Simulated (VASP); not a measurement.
# InAs (F-43m) in VASP: notebook, part 2 of 2

VASP 6.6.1.

### 5 Single point, LDA, non-collinear spin, zero start, spin-orbit coupling

This run uses another cell than the first one, of 27.49 Å³/atom.

INCAR

```
  PREC = Accurate
  ENCUT = 500
  EDIFF = 1E-6
  ISMEAR = 1
  SIGMA = 0.1
  LREAL = F
  LASPH = T
  NELM = 200
  ALGO = Normal
  ISIF = 2
  LWAVE = F
  LCHARG = F
  MAGMOM = 0 0 0 0 0 0
  LORBIT = 11
  LSORBIT = T
  GGA_COMPAT = F
  LORBMOM = T
  GGA = CA
  NBANDS = 30
```

KPOINTS

```
Automatic mesh
0
Gamma
  8 8 8
```

POSCAR

```
InAs
1.0
    0.0000000000      3.0180000000      3.0180000000
    3.0180000000      0.0000000000      3.0180000000
    3.0180000000      3.0180000000      0.0000000000
In As
1 1
Direct
    0.0000000000      0.0000000000      0.0000000000
    0.2500000000      0.2500000000      0.2500000000
```

Potentials or basis: VASP PAW LDA potentials, release 64 (In_d, As).

The run is started by

```console
$ cat potpaw_LDA.64/In_d/POTCAR potpaw_LDA.64/As/POTCAR > POTCAR
$ mpirun -np 1 vasp_ncl > vasp.out
```

OUTCAR:

```text
PREC = Accurate
   ENCUT = 500
   EDIFF = 1E-6
   ISMEAR = 1
   LREAL = F
   LASPH = T
   NELM = 200
   ISIF = 2
   LORBIT = 11
   LSORBIT = T
   GGA = CA

 ion  position               nearest neighbor table
   1  0.000  0.000  0.000-   2 2.61   2 2.61   2 2.61   2 2.61
   2  0.250  0.250  0.250-   1 2.61   1 2.61   1 2.61   1 2.61

  LATTYP: Found a face centered cubic cell.
 ALAT       =     6.0360000000

  Lattice vectors:

 A1 = (   0.0000000000,   3.0180000000,   3.0180000000)
 A2 = (   3.0180000000,   0.0000000000,   3.0180000000)
 A3 = (   3.0180000000,   3.0180000000,   0.0000000000)

Analysis of symmetry for initial positions (statically):
=====================================================================
 Subroutine PRICEL returns:
 Original cell was already a primitive cell.

 Routine SETGRP: Setting up the symmetry group for a
 face centered cubic supercell.

 Subroutine GETGRP returns: Found 24 space group operations
 (whereof 24 operations were pure point group operations)
[... 1058 lines left out ...]
     0.0000000     0.0000000     0.0000000     0.0000000     0.0000000     0.0000000     0.0000000
     0.0000000     0.0000000     0.0000000     0.0000000     0.0000000     0.0000000     0.0000000
     0.0000000     0.0000000     0.0000000     0.0000000     0.0000000     0.0000000     0.0000000
     0.0000000     0.0000000     0.0000000     0.0000000     0.0000000     0.0000000     0.0000000
     0.0000000     0.0000000     0.0000000     0.0000000     0.0000000     0.0000000     0.0000000
     0.0000000     0.0000000     0.0000000     0.0000000     0.0000000     0.0000000     0.0000000

 Ion:    2  E_soc:     -0.0279520
 l=   1
     0.0000000    -0.0046567    -0.0046567
    -0.0046567     0.0000000    -0.0046567
    -0.0046567    -0.0046567     0.0000000
 l=   2
     0.0000000    -0.0000007     0.0000000    -0.0000007    -0.0000012
    -0.0000007     0.0000000    -0.0000009    -0.0000007    -0.0000003
     0.0000000    -0.0000009     0.0000000    -0.0000009     0.0000000
    -0.0000007    -0.0000007    -0.0000009     0.0000000    -0.0000003
    -0.0000012    -0.0000003     0.0000000    -0.0000003     0.0000000
 l=   3
     0.0000000     0.0000000     0.0000000     0.0000000     0.0000000     0.0000000     0.0000000
     0.0000000     0.0000000     0.0000000     0.0000000     0.0000000     0.0000000     0.0000000
     0.0000000     0.0000000     0.0000000     0.0000000     0.0000000     0.0000000     0.0000000
     0.0000000     0.0000000     0.0000000     0.0000000     0.0000000     0.0000000     0.0000000
     0.0000000     0.0000000     0.0000000     0.0000000     0.0000000     0.0000000     0.0000000
     0.0000000     0.0000000     0.0000000     0.0000000     0.0000000     0.0000000     0.0000000
     0.0000000     0.0000000     0.0000000     0.0000000     0.0000000     0.0000000     0.0000000

 total charge

# of ion       s       p       d       tot
------------------------------------------
    1        0.864   0.750   9.886  11.500
    2        1.229   1.567   0.023   2.819
--------------------------------------------------
tot          2.093   2.318   9.908  14.319

 magnetization (x)

# of ion       s       p       d       tot
------------------------------------------
    1        0.000   0.000   0.000   0.000
    2        0.000  -0.000  -0.000  -0.000
--------------------------------------------------
tot          0.000   0.000   0.000   0.000

 magnetization (y)

# of ion       s       p       d       tot
------------------------------------------
    1        0.000  -0.000   0.000  -0.000
    2        0.000  -0.000   0.000  -0.000
--------------------------------------------------
tot          0.000  -0.000   0.000  -0.000

 magnetization (z)

# of ion       s       p       d       tot
------------------------------------------
    1       -0.000   0.000  -0.000   0.000
    2       -0.000   0.000  -0.000   0.000
--------------------------------------------------
tot         -0.000   0.000  -0.000   0.000
```

OSZICAR:

```text
N       E                     dE             d eps       ncg     rms          rms(c)
DAV:   1     0.155777050356E+03    0.15578E+03   -0.77136E+03  2586   0.130E+03
DAV:   2     0.837564826374E+01   -0.14740E+03   -0.14060E+03  2598   0.353E+02
DAV:   3    -0.862867588384E+01   -0.17004E+02   -0.16729E+02  3194   0.128E+02
DAV:   4    -0.935739943108E+01   -0.72872E+00   -0.72702E+00  3096   0.270E+01
DAV:   5    -0.939338792940E+01   -0.35988E-01   -0.35984E-01  3922   0.571E+00    0.480E+00
DAV:   6    -0.911770058805E+01    0.27569E+00   -0.31112E-01  3698   0.114E+01    0.264E+00
DAV:   7    -0.908216957264E+01    0.35531E-01   -0.15711E-01  3970   0.334E+00    0.784E-01
DAV:   8    -0.907869008962E+01    0.34795E-02   -0.12770E-02  3900   0.147E+00    0.551E-01
DAV:   9    -0.907811121941E+01    0.57887E-03   -0.15974E-03  3650   0.297E-01    0.188E-01
DAV:  10    -0.907804942613E+01    0.61793E-04   -0.54727E-04  3652   0.497E-01    0.838E-02
DAV:  11    -0.907803012725E+01    0.19299E-04   -0.86808E-05  3676   0.185E-01    0.217E-02
DAV:  12    -0.907803216727E+01   -0.20400E-05   -0.17288E-05  3662   0.409E-02    0.164E-02
DAV:  13    -0.907803173100E+01    0.43627E-06   -0.54377E-07  2102   0.938E-03
   1 F= -.90780317E+01 E0= -.90780197E+01  d E =-.361248E-04  mag=     0.0000    -0.0000    -0.0000
```

Run time: 76 s. Hardware: 1 thread of Intel Xeon 6975P-C (Granite Rapids), shared host; peak memory 0.29 GiB.

Results:

- Free energy: -9.0780 eV
- Pressure: -0.2 GPa
- Net moment: 0.00 μB per cell
- Valence electrons inside the program's atomic spheres: In 11.50; As 2.82

Moments on the atoms (μB; x, y, z):
```
In  0.00 0.00 0.00
As  0.00 0.00 0.00
```

### 6 Single point, HSE06, non-collinear spin, zero start, spin-orbit coupling

This run uses another cell than the first one, of 27.49 Å³/atom.

POSCAR, as its differences from that of step 5:

```diff
@@ -9,2 +9,2 @@
     0.0000000000      0.0000000000      0.0000000000
-    0.2500000000      0.2500000000      0.2500000000
+    0.7500000000      0.7500000000      0.7500000000
```

INCAR.step1

```
SYSTEM = InAs
ALGO = Normal
EDIFF = 1E-5
ENCUT = 520
GGA = PE
GGA_COMPAT = .False.
ISIF = 2
ISMEAR = -1
LASPH = .True.
LCHARG = .False.
LORBIT = 11
LORBMOM = .True.
LREAL = .False.
LSORBIT = .True.
LWAVE = .True.
MAGMOM = 0 0 0 0 0 0
NBANDS = 30
NELM = 150
PREC = Accurate
SIGMA = 0.05
```

INCAR.step2

```
SYSTEM = InAs
ALGO = Normal
EDIFF = 1E-6
ENCUT = 520
GGA = PE
GGA_COMPAT = .False.
HFSCREEN = 0.2079
ISIF = 2
ISMEAR = -1
ISTART = 1
LASPH = .True.
LCHARG = .False.
LHFCALC = .True.
LORBIT = 11
LORBMOM = .True.
LREAL = .False.
LSORBIT = .True.
LWAVE = .False.
MAGMOM = 0 0 0 0 0 0
NBANDS = 30
NELM = 150
PREC = Accurate
PRECFOCK = Normal
SIGMA = 0.05
```

KPOINTS

```
k-points
0
Gamma
  4 4 4
  0 0 0
```

Potentials or basis: VASP PAW PBE potentials, release 64 (In_d, As).

The run is started by

```console
$ cat potpaw_PBE.64/In_d/POTCAR potpaw_PBE.64/As/POTCAR > POTCAR
$ cp INCAR.step1 INCAR
$ mpirun -np 1 vasp_ncl > vasp.out
$ cp INCAR.step2 INCAR
$ mpirun -np 1 vasp_ncl > vasp.out
```

Wall time 42 min (1 thread of Intel Xeon Platinum 8259CL at 2.50GHz (Skylake/Cascade Lake), shared host); peak memory 0.43 GiB.

Results (log left out):

| Quantity | Value |
| --- | --- |
| Free energy | -9.1427 eV |
| Pressure | 2.2 GPa |
| Net moment | 0.00 μB per cell |
| Valence electrons inside the program's atomic spheres | In 11.52; As 2.88 |

Moments on the atoms (μB; x, y, z):
```
In  0.00 0.00 0.00
As  0.00 0.00 0.00
```

Caveat: the k points lie up to 0.45 Å⁻¹ apart; the PAW data sets were made with another functional, which shifts forces and pressure a little.

### 7 Overview

```csv
level,potentials or basis,spin,cell,k mesh,cutoff (eV),smearing,grid for exact exchange (PRECFOCK),share of exact exchange,screening parameter,gap on the mesh (eV),pressure (GPa),moment (μB)
r2SCAN50,"VASP PAW PBE potentials, release 64 (In_d, As_d)",off,"a = 4.324 Å, angles 60.0°, 2 atoms",4 × 4 × 4,440,fermi-dirac 0.05 eV,Normal,0.5,-,2.61,-2.6,-
r2SCAN50,"VASP PAW PBE potentials, release 64 (In_d, As_d)",off,"a = 4.181 Å, angles 60.0°, 2 atoms",4 × 4 × 4,440,fermi-dirac 0.05 eV,Normal,0.5,-,3.32,4.9,-
BLYP,"VASP PAW PBE potentials, release 64 (In_d, As)","non-collinear, zero start, SOC","a = 4.268 Å, angles 60.0°, 2 atoms",8 × 8 × 8,500,fermi-dirac 0.1 eV,-,-,-,-,7.6,0.00
LDA,"VASP PAW LDA potentials, release 64 (In_d, As)","non-collinear, zero start, SOC","a = 4.268 Å, angles 60.0°, 2 atoms",8 × 8 × 8,500,methfessel-paxton 0.1 eV,-,-,-,-,-0.2,0.00
HSE06,"VASP PAW PBE potentials, release 64 (In_d, As)","non-collinear, zero start, SOC","a = 4.268 Å, angles 60.0°, 2 atoms",4 × 4 × 4,520,fermi-dirac 0.05 eV,Normal,0.25,0.2079 1/Å,-,2.2,0.00
```

Alike in all rows: task single point.

Caveats: some runs use coarse meshes; the PAW data sets were made with another functional, which shifts forces and pressure a little (at least some runs); spin-orbit coupling is left out, which moves the levels of the heavy elements (at least some runs); the cell stands under pressure (at least some runs).

Total energies depend on the potentials used, so only differences within one code and one set of settings carry meaning.
